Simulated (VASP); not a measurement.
# CdTe (F-43m) in VASP: further runs

The runs below take CdTe through relaxation of cell and atoms, with LDA.

Program: VASP 6.6.1. These are calculated values, not measurements. Logs are shortened: lines on timing, memory, paths and dates and some standing lists are left out, and cuts for length are marked.

## Step 1: The cell of the first run

Symmetry: F-43m, No. 216, cubic system. Conventional cell: a = 6.410 Å, b = 6.410 Å, c = 6.410 Å, α = 90.00°, β = 90.00°, γ = 90.00°. Within 3.7 Å of Cd (site symmetry -43m) lie 4 Te at 2.78 Å. Te (site symmetry -43m) has 4 Cd at 2.78 Å within 3.7 Å.

## Step 2: Relaxation of cell and atoms, LDA, target pressure 10 GPa, at which the enthalpy is minimised

Input file INCAR:

```
SYSTEM = CdTe
  PREC = Accurate
  ENCUT = 600
  EDIFF = 1E-6
  ISMEAR = 0
  SIGMA = 0.01
  LREAL = .FALSE.
  LASPH = .TRUE.
  NELM = 80
  ALGO = Normal
  ISIF = 3
  LWAVE = .FALSE.
  LCHARG = .FALSE.
  GGA = CA
  IBRION = 2
  NSW = 100
  EDIFFG = -0.002
  PSTRESS = 100.0
```

Input file KPOINTS:

```
Automatic mesh
0
G
  6 6 6
  0 0 0
```

Input file POSCAR:

```
CdTe
1.0
    0.0000000000      3.2050000000      3.2050000000
    3.2050000000      0.0000000000      3.2050000000
    3.2050000000      3.2050000000      0.0000000000
Cd Te
1 1
Direct
    0.0000000000      0.0000000000      0.0000000000
    0.7500000000      0.7500000000      0.7500000000
```

Potentials or basis: VASP PAW LDA potentials, release 64 (Cd, Te).

Run with:

```
> cat potpaw_LDA.64/Cd/POTCAR potpaw_LDA.64/Te/POTCAR > POTCAR
> mpirun -np 1 vasp_std > vasp.out
```

OUTCAR:

```text
SYSTEM = CdTe
   PREC = Accurate
   ENCUT = 600
   EDIFF = 1E-6
   ISMEAR = 0
   LREAL = .FALSE.
   LASPH = .TRUE.
   NELM = 80
   ISIF = 3
   GGA = CA
   IBRION = 2
   NSW = 100
   EDIFFG = -0.002
   PSTRESS = 100.0

 ion  position               nearest neighbor table
   1  0.000  0.000  0.000-   2 2.78   2 2.78   2 2.78   2 2.78
   2  0.750  0.750  0.750-   1 2.78   1 2.78   1 2.78   1 2.78

  LATTYP: Found a face centered cubic cell.
 ALAT       =     6.4100000000

  Lattice vectors:

 A1 = (   0.0000000000,   3.2050000000,   3.2050000000)
 A2 = (   3.2050000000,   0.0000000000,   3.2050000000)
 A3 = (   3.2050000000,   3.2050000000,   0.0000000000)

Analysis of symmetry for initial positions (statically):
=====================================================================
 Subroutine PRICEL returns:
 Original cell was already a primitive cell.

 Routine SETGRP: Setting up the symmetry group for a
 face centered cubic supercell.

 Subroutine GETGRP returns: Found 24 space group operations
 (whereof 24 operations were pure point group operations)
 out of a pool of 48 trial point group operations.

The static configuration has the point symmetry T_d .

Analysis of symmetry for dynamics (positions and initial velocities):
=====================================================================
 Subroutine PRICEL returns:
 Original cell was already a primitive cell.

 Routine SETGRP: Setting up the symmetry group for a
 face centered cubic supercell.

 Subroutine GETGRP returns: Found 24 space group operations
 (whereof 24 operations were pure point group operations)
 out of a pool of 48 trial point group operations.

The dynamic configuration has the point symmetry T_d .

 Subroutine INISYM returns: Found 24 space group operations
 (whereof 24 operations are pure point group operations),
 and found     1 'primitive' translations

----------------------------------------------------------------------------------------

                                     Primitive cell

  volume of cell :      65.8437

  direct lattice vectors                    reciprocal lattice vectors
     0.000000000  3.205000000  3.205000000    -0.156006240  0.156006240  0.156006240
     3.205000000  0.000000000  3.205000000     0.156006240 -0.156006240  0.156006240
     3.205000000  3.205000000  0.000000000     0.156006240  0.156006240 -0.156006240

  length of vectors
     4.532554467  4.532554467  4.532554467     0.270210734  0.270210734  0.270210734

  position of ions in fractional coordinates (direct lattice)
     0.000000000  0.000000000  0.000000000
     0.750000000  0.750000000  0.750000000

  ion indices of the primitive-cell ions
   primitive index   ion index
                 1           1
                 2           2

----------------------------------------------------------------------------------------

 KPOINTS: Automatic mesh

Automatic generation of k-mesh.
 Grid dimensions read from file:
 generate k-points for:    6    6    6

 Generating k-lattice:

  Cartesian coordinates                     Fractional coordinates (reciprocal lattice)
    -0.026001040  0.026001040  0.026001040     0.166666667  0.000000000  0.000000000
     0.026001040 -0.026001040  0.026001040     0.000000000  0.166666667  0.000000000
     0.026001040  0.026001040 -0.026001040     0.000000000  0.000000000  0.166666667

  Length of vectors
     0.045035122  0.045035122  0.045035122

  Shift w.r.t. Gamma in fractional coordinates (k-lattice)
     0.000000000  0.000000000  0.000000000

 Subroutine IBZKPT returns following result:
 ===========================================

 Found     16 irreducible k-points:

 Following reciprocal coordinates:
            Coordinates               Weight
  0.000000  0.000000  0.000000      1.000000
  0.166667  0.000000  0.000000      8.000000
  0.333333  0.000000  0.000000      8.000000
  0.500000  0.000000  0.000000      4.000000
  0.166667  0.166667  0.000000      6.000000
  0.333333  0.166667  0.000000     24.000000
[... 8 lines left out ...]
 -0.333333  0.333333  0.166667     24.000000
 -0.333333  0.500000  0.166667     12.000000
   k-points           NKPTS =     16   k-points in BZ     NKDIM =     16   number of bands    NBANDS=     13
   number of dos      NEDOS =    301   number of ions     NIONS =      2
   total plane-waves  NPLWV =  46656
   dimension x,y,z NGX =    36 NGY =   36 NGZ =   36
   dimension x,y,z NGXF=    72 NGYF=   72 NGZF=   72
   ions per type =               1   1
   NGX,Y,Z   is equivalent  to a cutoff of  13.20, 13.20, 13.20 a.u.
   NGXF,Y,Z  is equivalent  to a cutoff of  26.41, 26.41, 26.41 a.u.
 SYSTEM =  CdTe
   PREC   = accura    normal or accurate (medium, high low for compatibility)
   ISTART =      0    job   : 0-new  1-cont  2-samecut
   ICHARG =      2    charge: 1-file 2-atom 10-const
   ISPIN  =      1    spin polarized calculation?
   LNONCOLLINEAR =      F non collinear calculations
   LSORBIT =      F    spin-orbit coupling
   LASPH  =      T    aspherical Exc in radial PAW
   ENCUT  =  600.0 eV  44.10 Ry    6.64 a.u.   9.05  9.05  9.05*2*pi/ulx,y,z
   NELM   =     80;   NELMIN=  2; NELMDL= -5     # of ELM steps
   EDIFF  = 0.1E-05   stopping-criterion for ELM
   LREAL  =      F    real-space projection
   EDIFFG = -.2E-02   stopping-criterion for IOM
   NSW    =    100    number of steps for IOM
   IBRION =      2    ionic relax: 0-MD 1-quasi-New 2-CG
   NFREE  =      1    steps in history (QN), initial steepest desc. (CG)
   ISIF   =      3    stress and relaxation
   ISYM   =      2    0-nonsym 1-usesym 2-fastsym
   POTIM  = 0.5000    time-step for ionic-motion
   TEBEG  =    0.0;   TEEND  =   0.0 temperature during run
   PSTRESS=  100.0 pullay stress
   NELECT =      18.0000    total number of electrons
   NUPDOWN=      -1.0000    fix difference up-down
   EMIN   =  10.00;   EMAX   =-10.00  energy-range for DOS
   EFERMI =   0.00;   METHOD = LEGACY
   ISMEAR =     0;   SIGMA  =   0.01  broadening in eV -4-tet -1-fermi 0-gaus
   EFERMI_NEDOS =   21; number of points for ismear=-14 and -15
   IALGO  =     38    algorithm
   IMIX   =      4    mixing-type and parameters
     AMIX     =   0.40;   BMIX     =  1.00
     AMIX_MAG =   1.60;   BMIX_MAG =  1.00
  volume/ion in A,a.u.               =      32.92       222.17
  Fermi-wavevector in a.u.,A,eV,Ry     =   1.062497  2.007828 15.359610  1.128899
  Thomas-Fermi vector in A             =   2.197950
   LORBIT       =      0    0 simple, 1 ext, 2 COOP (PROOUT), +10 PAW based schemes
   GGA     = CA    functional components
   LHFCALC =     F    Hartree Fock is set to
   AEXX    =    0.0000 exact exchange contribution
   IVDW    =     0    specifies the selected vdW correction
   LEPSILON=     F    determine dielectric tensor
   LRPA    =     F    only Hartree local field effects (RPA)
 conjugate gradient relaxation of ions
 non-spin polarized calculation
 Gauss-broadening in eV      SIGMA  =   0.01
  energy-cutoff  :      600.00
  volume of cell :       65.84
 maximum number of plane-waves:      2215
   NGX = 19   NGY = 19   NGZ = 19

--------------------------------------- Ionic step        1  -------------------------------------------

 number of electron      17.9999995 magnetization

 Free energy of the ion-electron system (eV)
  ---------------------------------------------------
  ext. energy  EPLUGINS =         0.00000000
  ---------------------------------------------------
  free energy    TOTEN  =        -6.04396919 eV

  energy without entropy =       -6.04396919  energy(sigma->0) =       -6.04396919

------------------------ aborting loop because EDIFF is reached ----------------------------------------

  FORCE on cell =-STRESS in cart. coord.  units (eV):
  Direction    XX          YY          ZZ          XY          YZ          ZX
  --------------------------------------------------------------------------------------
  -------------------------------------------------------------------------------------
  Total        0.0920610      0.0920610      0.0920610     -0.0000000     -0.0000000     -0.0000000
  in kB        2.2401257      2.2401257      2.2401257     -0.0000000     -0.0000000     -0.0000000
  external PRESSURE =     -97.7598743 kB  Pullay stress =     100.0000000 kB

 VOLUME and BASIS-vectors are now :
 -----------------------------------------------------------------------------
  energy-cutoff  :      600.00
  volume of cell :       65.84
      direct lattice vectors                 reciprocal lattice vectors
     0.000000000  3.205000000  3.205000000    -0.156006240  0.156006240  0.156006240
     3.205000000  0.000000000  3.205000000     0.156006240 -0.156006240  0.156006240
     3.205000000  3.205000000  0.000000000     0.156006240  0.156006240 -0.156006240
[... 8 lines left out ...]
  FREE ENERGIE OF THE ION-ELECTRON SYSTEM (eV)
  ---------------------------------------------------
  free  energy   TOTEN  =        -6.0439691926 eV

  energy  without entropy=       -6.0439691926  energy(sigma->0) =       -6.04396919

  enthalpy is  TOTEN    =        -1.9343317001 eV   P V=        4.1096374925

--------------------------------------- Ionic step        2  -------------------------------------------

 number of electron      18.0000001 magnetization

 E-fermi :   6.1341     XC(G=0): -10.4856

 val. band max:        6.0823737088   @ k =   0.0000   0.0000   0.0000
 cond. band min:       7.5827633969   @ k =   0.5000   0.5000   0.0000
 fundamental gap:      1.5003896881
 Fermi energy:         6.1341116336

 k-point     1 :       0.0000    0.0000    0.0000
  band No.  band energies     occupation
      1      -7.7866      2.00000
      2      -4.1251      2.00000
      3      -4.1251      2.00000
      4      -4.1251      2.00000
      5      -3.5224      2.00000
      6      -3.5224      2.00000
      7       6.0824      2.00000
      8       6.0824      2.00000
      9       6.0824      2.00000
     10       7.6945      0.00000
     11      10.1146      0.00000
     12      10.1146      0.00000
     13      10.1146      0.00000

 k-point     2 :       0.1667    0.0000    0.0000
  band No.  band energies     occupation
      1      -7.5893      2.00000
      2      -4.0813      2.00000
      3      -4.0813      2.00000
      4      -4.0289      2.00000
      5      -3.5285      2.00000
      6      -3.5285      2.00000
      7       3.6979      2.00000
      8       5.6147      2.00000
      9       5.6147      2.00000
     10       8.4376      0.00000
     11      10.6577      0.00000
[... 405 lines left out ...]
  FREE ENERGIE OF THE ION-ELECTRON SYSTEM (eV)
  ---------------------------------------------------
  free  energy   TOTEN  =        -5.8007781212 eV

  energy  without entropy=       -5.8007781212  energy(sigma->0) =       -5.80077812

  enthalpy is  TOTEN    =        -2.2424158523 eV   P V=        3.5583622689

--------------------------------------- Ionic step        7  -------------------------------------------

 number of electron      17.9999997 magnetization

 Free energy of the ion-electron system (eV)
  ---------------------------------------------------
  ext. energy  EPLUGINS =         0.00000000
  ---------------------------------------------------
  free energy    TOTEN  =        -5.79484704 eV

  energy without entropy =       -5.79484704  energy(sigma->0) =       -5.79484704

 E-fermi :   4.0720     XC(G=0):  -9.7362

 val. band max:        4.0169201560   @ k =   0.0000   0.0000   0.0000
 cond. band min:       5.1303779158   @ k =   0.0000   0.0000   0.0000
 fundamental gap:      1.1134577598
 Fermi energy:         4.0720184773

 k-point     1 :       0.0000    0.0000    0.0000
  band No.  band energies     occupation
      1      -8.4289      2.00000
      2      -5.0961      2.00000
      3      -5.0961      2.00000
      4      -5.0961      2.00000
      5      -4.6752      2.00000
      6      -4.6752      2.00000
      7       4.0169      2.00000
      8       4.0169      2.00000
      9       4.0169      2.00000
     10       5.1304      0.00000
     11       8.3331      0.00000
     12       8.3331      0.00000
     13       8.3331      0.00000

 k-point     2 :       0.1667    0.0000    0.0000
  band No.  band energies     occupation
      1      -8.2812      2.00000
      2      -5.0657      2.00000
      3      -5.0657      2.00000
      4      -5.0023      2.00000
      5      -4.6783      2.00000
      6      -4.6783      2.00000
      7       1.9504      2.00000
      8       3.6801      2.00000
      9       3.6801      2.00000
     10       6.1154      0.00000
     11       8.7073      0.00000
[... 246 lines left out ...]
 POSITION                                       TOTAL-FORCE (eV/Angst)
 -----------------------------------------------------------------------------------
     -0.00000      0.00000      0.00000        -0.000000     -0.000000     -0.000000
      4.57957      4.57957      4.57957         0.000000      0.000000      0.000000
 -----------------------------------------------------------------------------------
    total drift:                               -0.000000     -0.000000     -0.000000

  FREE ENERGIE OF THE ION-ELECTRON SYSTEM (eV)
  ---------------------------------------------------
  free  energy   TOTEN  =        -5.7948470434 eV

  energy  without entropy=       -5.7948470434  energy(sigma->0) =       -5.79484704

  enthalpy is  TOTEN    =        -2.2424644896 eV   P V=        3.5523825538

 reached required accuracy - stopping structural energy minimisation
```

Wall time 60 s (1 thread of Intel Xeon 6975P-C, shared host); peak memory 0.19 GiB.

Results:

```yaml
Free_energy: -5.7948 eV
Relaxed_volume: 28.46 Å³/atom
Relaxed_cell: a = 4.318 Å, b = 4.318 Å, c = 4.318 Å, α = 60.00°, β = 60.00°, γ = 60.00°
Space_group_after_relaxing_to_0.05_Å: F-43m (No. 216)
Energy_change_on_relaxing_the_enthalpy_is_what_falls: +124.6 meV/atom
Ionic_steps: 7
Pressure_after_relaxing: 10.0 GPa
Band_gap_on_the_k_mesh: 1.11 eV, direct
```

Step by step:
```
step  energy change (eV)  largest force (eV/Å)  pressure (GPa)  volume (Å³)
   1              0.0000                0.0000            0.22        65.84
   2              1.2370                0.0000           30.24        48.50
   3              0.2322                0.0000            9.57        57.19
   4              0.2459                0.0000            9.89        56.97
   5              0.2565                0.0000           10.16        56.80
   6              0.2432                0.0000            9.87        57.01
   7              0.2491                0.0000            9.99        56.92
```

Final structure:
```yaml
crystal:
  lattice:
    - [0.00000, 3.05305, 3.05305]
    - [3.05305, 0.00000, 3.05305]
    - [3.05305, 3.05305, 0.00000]
  atoms:
    - { symbol: Cd, position: [0.00000, 0.00000, 0.00000] }
    - { symbol: Te, position: [0.75000, 0.75000, 0.75000] }
```

Levels at points of the mesh, in eV from the valence-band top:
| k point | band 7 | band 8 | band 9 | band 10 | band 11 | band 12 |
| --- | --- | --- | --- | --- | --- | --- |
| (0.00, 0.00, 0.00) | 0.00 | 0.00 | 0.00 | 1.11 | 4.32 | 4.32 |
| (0.50, 0.00, 0.00) | -5.66 | -1.10 | -1.10 | 1.81 | 4.97 | 4.97 |
| (0.50, 0.50, 0.00) | -5.34 | -2.60 | -2.60 | 2.00 | 2.40 | 9.72 |

Caveat: the cell is relaxed towards a set pressure, so the enthalpy falls and the energy may rise; spin-orbit coupling is left out, which moves the levels of the heavy elements.

## Step 3: Relaxation of cell and atoms, LDA, target pressure 15 GPa, at which the enthalpy is minimised

Input file INCAR:

```
PREC = Accurate ; ENCUT = 600
EDIFF = 1E-7 ; ISMEAR = 0
SIGMA = 0.01 ; LREAL = F
LASPH = T ; NELM = 100
ALGO = Normal ; ISIF = 3
LWAVE = F ; LCHARG = F
GGA = CA ; IBRION = 2
NSW = 100 ; EDIFFG = -0.002
PSTRESS = 150.0
```

Input file KPOINTS:

```
regular mesh
0
Gamma
  6 6 6
```

POSCAR is that of step 2.

Potentials or basis: VASP PAW LDA potentials, release 64 (Cd, Te).

Run with:

```
> cat potpaw_LDA.64/Cd/POTCAR potpaw_LDA.64/Te/POTCAR > POTCAR
> mpirun -np 1 vasp_std > vasp.out
```

It took 60 s on 1 thread of Intel Xeon 6975P-C, shared host; peak memory 0.19 GiB.

The run converged. Its results:

| Property | Result |
| --- | --- |
| Free energy | -5.5800 eV |
| Relaxed volume | 27.07 Å³/atom |
| Relaxed cell | a = 4.246 Å, b = 4.246 Å, c = 4.246 Å, α = 60.00°, β = 60.00°, γ = 60.00° |
| Space group after relaxing (to 0.05 Å) | F-43m (No. 216) |
| Energy change on relaxing (the enthalpy is what falls) | +232.0 meV/atom |
| Ionic steps | 5 |
| Pressure after relaxing | 15.0 GPa |
| Band gap on the k mesh | 1.27 eV, direct |

Step by step:
| step | energy change (eV) | largest force (eV/Å) | pressure (GPa) | volume (Å³) |
| --- | --- | --- | --- | --- |
| 1 | 0.0000 | 0.0000 | 0.22 | 65.84 |
| 2 | 3.4809 | 0.0000 | 69.94 | 40.93 |
| 3 | 0.3936 | 0.0000 | 13.45 | 54.93 |
| 4 | 0.4424 | 0.0000 | 14.53 | 54.37 |
| 5 | 0.4640 | 0.0000 | 15.00 | 54.14 |

Final structure:
```cif
data_structure
_symmetry_space_group_name_H-M 'P 1'
_symmetry_Int_Tables_number 1
_cell_length_a 4.2463
_cell_length_b 4.2463
_cell_length_c 4.2463
_cell_angle_alpha 60.000
_cell_angle_beta 60.000
_cell_angle_gamma 60.000
_cell_volume 54.14
loop_
_atom_site_label
_atom_site_type_symbol
_atom_site_fract_x
_atom_site_fract_y
_atom_site_fract_z
_atom_site_occupancy
Cd1 Cd 0.00000 0.00000 0.00000 1
Te1 Te 0.75000 0.75000 0.75000 1
```

Levels at points of the mesh, in eV from the valence-band top:
| k point | band 6 | band 7 | band 8 | band 9 | band 10 | band 11 | band 12 | band 13 |
| --- | --- | --- | --- | --- | --- | --- | --- | --- |
| (0.00, 0.00, 0.00) | -8.94 | 0.00 | 0.00 | 0.00 | 1.27 | 4.24 | 4.24 | 4.24 |
| (0.50, 0.00, 0.00) | -8.37 | -6.04 | -1.20 | -1.20 | 1.85 | 4.91 | 4.91 | 6.74 |
| (0.50, 0.50, 0.00) | -8.15 | -5.64 | -2.83 | -2.83 | 1.85 | 2.32 | 10.08 | 10.14 |

Caveat: the cell is relaxed towards a set pressure, so the enthalpy falls and the energy may rise; the volume moved by over 15 % at a fixed basis, so the end points are rough; spin-orbit coupling is left out, which moves the levels of the heavy elements.
